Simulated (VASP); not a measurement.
# Sb in VASP: a series of runs

Sb is run at these levels: PBE, LDA, PBEsol; tasks: single point.

All numbers are computed with VASP 6.6.1; they aren't measurements. Logs are shortened: lines on timing, memory, paths and dates and some standing lists are left out, and cuts for length are marked.

## 1. The cell of the first run

Symmetry: C2/m, No. 12, monoclinic system. The conventional cell has a = 3.836 Å, b = 5.265 Å, c = 3.275 Å, α = 90.00°, β = 123.34°, γ = 90.00°. Within 4.3 Å of Sb (site symmetry 2/m) lie 14 Sb at 3.26 to 3.84 Å.

## 2. Single point, PBE (strained)

INCAR reads:

```
PREC     = Accurate       # precision mode
ENCUT    = 520            # plane-wave cutoff, eV
EDIFF    = 1E-6           # SCF threshold, eV
ISMEAR   = 0              # smearing method
SIGMA    = 0.1            # smearing width, eV
LREAL    = False          # projectors in reciprocal space
LASPH    = True           # aspherical terms in the spheres
NELM     = 80             # most SCF steps
ALGO     = Normal         # electronic algorithm
ISIF     = 2              # what is computed and relaxed
LWAVE    = False          # write WAVECAR
LCHARG   = True           # write CHGCAR
GGA      = PE             # functional
LELF     = True           # ELF
LVHAR    = True         
NBANDS   = 8              # bands
```

KPOINTS reads:

```
Automatic mesh
0
Gamma
  14 14 14
```

POSCAR reads:

```
Sb
1.0
   -1.9069712168      1.9069712168      1.8589713230
    1.9655067597     -1.9655067597      1.9760424089
    1.8321175813      1.8906531242     -1.9175068660
Sb
1
Direct
    0.0000000000      0.0000000000      0.0000000000
```

Potentials or basis: VASP PAW PBE potentials, release 64 (Sb).

Command:

```
> cat potpaw_PBE.64/Sb/POTCAR > POTCAR
> mpirun -np 1 vasp_std > vasp.out
```

OUTCAR:

```text
PREC = Accurate
   ENCUT = 520
   EDIFF = 1E-6
   ISMEAR = 0
   LREAL = False
   LASPH = True
   NELM = 80
   ISIF = 2
   GGA = PE

 ion  position               nearest neighbor table
   1  0.000  0.000  0.000-

  LATTYP: Found a base centered monoclinic cell.
 ALAT       =     3.8359070822
 B/A-ratio  =     1.3725026984
 C/A-ratio  =     0.8539030509
 COS(beta)  =    -0.5496388334

  Lattice vectors:

 A1 = (   1.8321175813,   1.8906531242,  -1.9175068660)
 A2 = (  -1.8906531242,  -1.8321175813,  -1.9175068659)
 A3 = (  -1.9069712168,   1.9069712168,   1.8589713230)

Analysis of symmetry for initial positions (statically):
=====================================================================
 Subroutine PRICEL returns:
 Original cell was already a primitive cell.

 Routine SETGRP: Setting up the symmetry group for a
 base centered monoclinic supercell.

 Subroutine GETGRP returns: Found  4 space group operations
 (whereof  4 operations were pure point group operations)
 out of a pool of  4 trial point group operations.

The static configuration has the point symmetry C_2h.

Analysis of symmetry for dynamics (positions and initial velocities):
=====================================================================
 Subroutine PRICEL returns:
 Original cell was already a primitive cell.

 Routine SETGRP: Setting up the symmetry group for a
 base centered monoclinic supercell.

 Subroutine GETGRP returns: Found  4 space group operations
 (whereof  4 operations were pure point group operations)
 out of a pool of  4 trial point group operations.

The dynamic configuration has the point symmetry C_2h.

 Subroutine INISYM returns: Found  4 space group operations
 (whereof  4 operations are pure point group operations),
 and found     1 'primitive' translations

----------------------------------------------------------------------------------------

                                     Primitive cell

  volume of cell :      27.6307

  direct lattice vectors                    reciprocal lattice vectors
    -1.906971217  1.906971217  1.858971323     0.001189328  0.267427807  0.264818977
     1.965506760 -1.965506760  1.976042409     0.259541127  0.009076008  0.256932297
     1.832117581  1.890653124 -1.917506866     0.268617135  0.268617135  0.000000000

  length of vectors
     3.275492760  3.410451179  3.257001174     0.376361710  0.365319279  0.379881995

  position of ions in fractional coordinates (direct lattice)
[... 74 lines left out ...]
   LASPH  =      T    aspherical Exc in radial PAW
   ENCUT  =  520.0 eV  38.22 Ry    6.18 a.u.   6.09  6.34  6.06*2*pi/ulx,y,z
   NELM   =     80;   NELMIN=  2; NELMDL= -5     # of ELM steps
   EDIFF  = 0.1E-05   stopping-criterion for ELM
   LREAL  =      F    real-space projection
   EDIFFG = 0.1E-04   stopping-criterion for IOM
   NSW    =      0    number of steps for IOM
   IBRION =     -1    ionic relax: 0-MD 1-quasi-New 2-CG
   NFREE  =      0    steps in history (QN), initial steepest desc. (CG)
   ISIF   =      2    stress and relaxation
   ISYM   =      2    0-nonsym 1-usesym 2-fastsym
   POTIM  = 0.5000    time-step for ionic-motion
   TEBEG  =    0.0;   TEEND  =   0.0 temperature during run
   PSTRESS=    0.0 pullay stress
   NELECT =       5.0000    total number of electrons
   NUPDOWN=      -1.0000    fix difference up-down
   EMIN   =  10.00;   EMAX   =-10.00  energy-range for DOS
   EFERMI =   0.00;   METHOD = LEGACY
   ISMEAR =     0;   SIGMA  =   0.10  broadening in eV -4-tet -1-fermi 0-gaus
   EFERMI_NEDOS =   21; number of points for ismear=-14 and -15
   IALGO  =     38    algorithm
   IMIX   =      4    mixing-type and parameters
     AMIX     =   0.40;   BMIX     =  1.00
     AMIX_MAG =   1.60;   BMIX_MAG =  1.00
  volume/ion in A,a.u.               =      27.63       186.46
  Fermi-wavevector in a.u.,A,eV,Ry     =   0.925979  1.749846 11.666129  0.857436
  Thomas-Fermi vector in A             =   2.051891
   LORBIT       =      0    0 simple, 1 ext, 2 COOP (PROOUT), +10 PAW based schemes
   GGA     = PE    functional components
   LHFCALC =     F    Hartree Fock is set to
   AEXX    =    0.0000 exact exchange contribution
   IVDW    =     0    specifies the selected vdW correction
   LEPSILON=     F    determine dielectric tensor
   LRPA    =     F    only Hartree local field effects (RPA)
 non-spin polarized calculation
 Gauss-broadening in eV      SIGMA  =   0.10
  energy-cutoff  :      520.00
  volume of cell :       27.63
 maximum number of plane-waves:       764
   NGX = 13   NGY = 13   NGZ = 13

 number of electron       4.9999999 magnetization

 Free energy of the ion-electron system (eV)
  ---------------------------------------------------
  ext. energy  EPLUGINS =         0.00000000
  ---------------------------------------------------
  free energy    TOTEN  =        -3.90067890 eV

  energy without entropy =       -3.89695938  energy(sigma->0) =       -3.89881914

 E-fermi :   8.1243     XC(G=0): -10.1154

 val. band max:        8.1240817812   @ k =  -0.2143   0.2143   0.3571
 cond. band min:       8.1249847743   @ k =   0.3571  -0.2857   0.3571
 fundamental gap:      0.0009029931
 Fermi energy:         8.1242702075

 k-point     1 :       0.0000    0.0000    0.0000
  band No.  band energies     occupation
      1      -4.5354      2.00000
      2      12.9024      0.00000
      3      13.5557      0.00000
      4      13.6496      0.00000
      5      18.2411      0.00000
      6      18.3434      0.00000
      7      18.6466      0.00000
      8      19.7788      0.00000
[... 243 lines left out ...]
 k-point    24 :       0.0714    0.1429   -0.0000
  band No.  band energies     occupation
      1      -3.8167      2.00000
      2       9.3654      0.00000
      3      11.7349      0.00000
      4      12.8741      0.00000
      5      16.6209      0.00000
      6      16.9678      0.00000
      7      18.9492      0.00000
      8      19.7579      0.00000

 [... further k-points ...]
[... 5 lines left out ...]
  --------------------------------------------------------------------------------------
  -------------------------------------------------------------------------------------
  Total       -0.1531230     -0.1531230     -0.1667873      0.1776571      0.1537184     -0.1537184
  in kB       -8.8789029     -8.8789029     -9.6712329     10.3015210      8.9134278     -8.9134282
  external PRESSURE =      -9.1430129 kB  Pullay stress =       0.0000000 kB

 VOLUME and BASIS-vectors are now :
 -----------------------------------------------------------------------------
  energy-cutoff  :      520.00
  volume of cell :       27.63
      direct lattice vectors                 reciprocal lattice vectors
    -1.906971217  1.906971217  1.858971323     0.001189328  0.267427807  0.264818977
     1.965506760 -1.965506760  1.976042409     0.259541127  0.009076008  0.256932297
     1.832117581  1.890653124 -1.917506866     0.268617135  0.268617135  0.000000000

 POSITION                                       TOTAL-FORCE (eV/Angst)
 -----------------------------------------------------------------------------------
      0.00000      0.00000      0.00000        -0.000000      0.000000      0.000000
 -----------------------------------------------------------------------------------
    total drift:                                0.000000      0.000000     -0.000000

  FREE ENERGIE OF THE ION-ELECTRON SYSTEM (eV)
  ---------------------------------------------------
  free  energy   TOTEN  =        -3.9006788988 eV

  energy  without entropy=       -3.8969593805  energy(sigma->0) =       -3.89881914
```

OSZICAR:

```text
N       E                     dE             d eps       ncg     rms          rms(c)
DAV:   1     0.482593332621E+01    0.48259E+01   -0.16654E+03 12040   0.408E+02
DAV:   2    -0.380629848617E+01   -0.86322E+01   -0.83593E+01 16872   0.518E+01
DAV:   3    -0.390357350291E+01   -0.97275E-01   -0.97035E-01 14544   0.611E+00
DAV:   4    -0.390386092276E+01   -0.28742E-03   -0.28741E-03 18024   0.403E-01
DAV:   5    -0.390386157488E+01   -0.65212E-06   -0.65161E-06 15392   0.124E-02    0.167E+00
DAV:   6    -0.390166122824E+01    0.22003E-02   -0.21926E-03 14256   0.245E-01    0.951E-01
DAV:   7    -0.390065016839E+01    0.10111E-02   -0.46593E-03 14520   0.356E-01    0.646E-02
DAV:   8    -0.390067854749E+01   -0.28379E-04   -0.76155E-05 15928   0.649E-02    0.510E-03
DAV:   9    -0.390067889880E+01   -0.35131E-06   -0.10055E-06 17352   0.710E-03
   1 F= -.39006789E+01 E0= -.38988191E+01  d E =-.371952E-02
```

stdout:

```text
POSCAR found type information on POSCAR Sb
 POSCAR found :  1 types and       1 ions
 scaLAPACK will be used
 LDA part: xc-table for (Slater+PW92), standard interpolation
 POSCAR, INCAR and KPOINTS ok, starting setup
 FFT: planning ... GRIDC
 FFT: planning ... GRID_SOFT
 FFT: planning ... GRID
 WAVECAR not read
 entering main loop
```

Wall time 2.2 min (1 thread of Intel Xeon 8259CL, shared host); peak memory 0.28 GiB.

What came out:

| Property | Result |
| --- | --- |
| Free energy | -3.9007 eV |
| Pressure | -0.9 GPa |

Caveat: the cell differs from its parent crystal (strained); spin-orbit coupling is left out, which moves the levels of the heavy elements.

## 3. Single point, PBE (strained)

INCAR reads:

```
  PREC = Accurate
  ENCUT = 520
  EDIFF = 1E-6
  ISMEAR = 0
  SIGMA = 0.1
  LREAL = False
  LASPH = True
  NELM = 100
  ALGO = Normal
  ISIF = 2
  LWAVE = False
  LCHARG = False
  GGA = PE
  NBANDS = 8
```

KPOINTS reads:

```
Automatic mesh
0
Gamma
  16 16 16
```

POSCAR reads:

```
Sb
1.0
   -1.8039913278      1.8039913278      1.8039913278
    1.8039913278     -1.8039913278      1.8039913278
    1.8039913278      1.8039913278     -1.8039913278
Sb
1
Direct
    0.0000000000      0.0000000000      0.0000000000
```

Potentials or basis: VASP PAW PBE potentials, release 64 (Sb).

Command:

```
> cat potpaw_PBE.64/Sb/POTCAR > POTCAR
> mpirun -np 1 vasp_std > vasp.out
```

OUTCAR:

```text
PREC = Accurate
   ENCUT = 520
   EDIFF = 1E-6
   ISMEAR = 0
   LREAL = False
   LASPH = True
   NELM = 100
   ISIF = 2
   GGA = PE

 ion  position               nearest neighbor table
   1  0.000  0.000  0.000-

  LATTYP: Found a body centered cubic cell.
 ALAT       =     3.6079826556

  Lattice vectors:

 A1 = (  -1.8039913278,   1.8039913278,   1.8039913278)
 A2 = (   1.8039913278,  -1.8039913278,   1.8039913278)
 A3 = (   1.8039913278,   1.8039913278,  -1.8039913278)

Analysis of symmetry for initial positions (statically):
=====================================================================
 Subroutine PRICEL returns:
 Original cell was already a primitive cell.

 Routine SETGRP: Setting up the symmetry group for a
 body centered cubic supercell.

 Subroutine GETGRP returns: Found 48 space group operations
 (whereof 48 operations were pure point group operations)
 out of a pool of 48 trial point group operations.

The static configuration has the point symmetry O_h .

Analysis of symmetry for dynamics (positions and initial velocities):
=====================================================================
 Subroutine PRICEL returns:
 Original cell was already a primitive cell.

 Routine SETGRP: Setting up the symmetry group for a
 body centered cubic supercell.

 Subroutine GETGRP returns: Found 48 space group operations
 (whereof 48 operations were pure point group operations)
 out of a pool of 48 trial point group operations.

The dynamic configuration has the point symmetry O_h .

 Subroutine INISYM returns: Found 48 space group operations
 (whereof 48 operations are pure point group operations),
 and found     1 'primitive' translations

----------------------------------------------------------------------------------------

                                     Primitive cell

  volume of cell :      23.4835

  direct lattice vectors                    reciprocal lattice vectors
[... 101 lines left out ...]
   EFERMI_NEDOS =   21; number of points for ismear=-14 and -15
   IALGO  =     38    algorithm
   IMIX   =      4    mixing-type and parameters
     AMIX     =   0.40;   BMIX     =  1.00
     AMIX_MAG =   1.60;   BMIX_MAG =  1.00
  volume/ion in A,a.u.               =      23.48       158.47
  Fermi-wavevector in a.u.,A,eV,Ry     =   0.977561  1.847322 13.002066  0.955625
  Thomas-Fermi vector in A             =   2.108268
   LORBIT       =      0    0 simple, 1 ext, 2 COOP (PROOUT), +10 PAW based schemes
   GGA     = PE    functional components
   LHFCALC =     F    Hartree Fock is set to
   AEXX    =    0.0000 exact exchange contribution
   IVDW    =     0    specifies the selected vdW correction
   LEPSILON=     F    determine dielectric tensor
   LRPA    =     F    only Hartree local field effects (RPA)
 non-spin polarized calculation
 Gauss-broadening in eV      SIGMA  =   0.10
  energy-cutoff  :      520.00
  volume of cell :       23.48
 maximum number of plane-waves:       682
   NGX = 11   NGY = 11   NGZ = 11

 number of electron       5.0000000 magnetization

 Free energy of the ion-electron system (eV)
  ---------------------------------------------------
  ext. energy  EPLUGINS =         0.00000000
  ---------------------------------------------------
  free energy    TOTEN  =        -3.78596862 eV

  energy without entropy =       -3.78348504  energy(sigma->0) =       -3.78472683

 E-fermi :  10.3259     XC(G=0): -10.8406

 val. band max:       10.3115215413   @ k =  -0.4375   0.4375   0.3125
 cond. band min:      10.3726207149   @ k =   0.5000   0.5000   0.3125
 fundamental gap:      0.0610991736
 Fermi energy:        10.3258538128

 k-point     1 :       0.0000    0.0000    0.0000
  band No.  band energies     occupation
      1      -3.6482      2.00000
      2      17.0010      0.00000
      3      17.0010      0.00000
      4      17.0010      0.00000
      5      21.4419      0.00000
      6      21.4419      0.00000
      7      21.4419      0.00000
      8      22.2436      0.00000
[... 243 lines left out ...]
 k-point    24 :       0.2500    0.1875    0.0000
  band No.  band energies     occupation
      1      -0.2812      2.00000
      2       7.4222      2.00000
      3       9.8484      2.00000
      4      13.7362      0.00000
      5      19.1009      0.00000
      6      20.4216      0.00000
      7      22.9974      0.00000
      8      25.1650      0.00000

 [... further k-points ...]
[... 5 lines left out ...]
  --------------------------------------------------------------------------------------
  -------------------------------------------------------------------------------------
  Total        1.7893305      1.7893305      1.7893305      0.0000000     -0.0000000      0.0000000
  in kB      122.0781131    122.0781131    122.0781131      0.0000000     -0.0000000      0.0000000
  external PRESSURE =     122.0781131 kB  Pullay stress =       0.0000000 kB

 VOLUME and BASIS-vectors are now :
 -----------------------------------------------------------------------------
  energy-cutoff  :      520.00
  volume of cell :       23.48
      direct lattice vectors                 reciprocal lattice vectors
    -1.803991328  1.803991328  1.803991328     0.000000000  0.277163195  0.277163195
     1.803991328 -1.803991328  1.803991328     0.277163195  0.000000000  0.277163195
     1.803991328  1.803991328 -1.803991328     0.277163195  0.277163195  0.000000000

 POSITION                                       TOTAL-FORCE (eV/Angst)
 -----------------------------------------------------------------------------------
      0.00000      0.00000      0.00000         0.000000      0.000000      0.000000
 -----------------------------------------------------------------------------------
    total drift:                                0.000000      0.000000      0.000000

  FREE ENERGIE OF THE ION-ELECTRON SYSTEM (eV)
  ---------------------------------------------------
  free  energy   TOTEN  =        -3.7859686238 eV

  energy  without entropy=       -3.7834850434  energy(sigma->0) =       -3.78472683
```

OSZICAR:

```text
N       E                     dE             d eps       ncg     rms          rms(c)
DAV:   1     0.475979251525E+01    0.47598E+01   -0.16490E+03  2344   0.411E+02
DAV:   2    -0.370652475225E+01   -0.84663E+01   -0.81376E+01  3360   0.528E+01
DAV:   3    -0.378963801894E+01   -0.83113E-01   -0.82657E-01  2888   0.586E+00
DAV:   4    -0.378984545009E+01   -0.20743E-03   -0.20743E-03  3384   0.342E-01
DAV:   5    -0.378984598946E+01   -0.53936E-06   -0.53886E-06  3040   0.122E-02    0.226E+00
DAV:   6    -0.378740242158E+01    0.24436E-02   -0.93902E-04  2936   0.175E-01    0.133E+00
DAV:   7    -0.378595905060E+01    0.14434E-02   -0.22185E-03  2720   0.264E-01    0.539E-02
DAV:   8    -0.378596836159E+01   -0.93110E-05   -0.40287E-05  3296   0.485E-02    0.660E-03
DAV:   9    -0.378596862383E+01   -0.26223E-06   -0.46209E-07  3040   0.520E-03
   1 F= -.37859686E+01 E0= -.37847268E+01  d E =-.248358E-02
```

stdout:

```text
POSCAR found type information on POSCAR Sb
 POSCAR found :  1 types and       1 ions
 scaLAPACK will be used
 LDA part: xc-table for (Slater+PW92), standard interpolation
 POSCAR, INCAR and KPOINTS ok, starting setup
 FFT: planning ... GRIDC
 FFT: planning ... GRID_SOFT
 FFT: planning ... GRID
 WAVECAR not read
 entering main loop
```

It took 23 s on 1 thread of Intel Xeon 8259CL, shared host; peak memory 0.15 GiB.

Results:

- Free energy: -3.7860 eV
- Pressure: 12.2 GPa

Caveat: the cell differs from its parent crystal (strained); spin-orbit coupling is left out, which moves the levels of the heavy elements.

(Continued in part 2 of 2.)
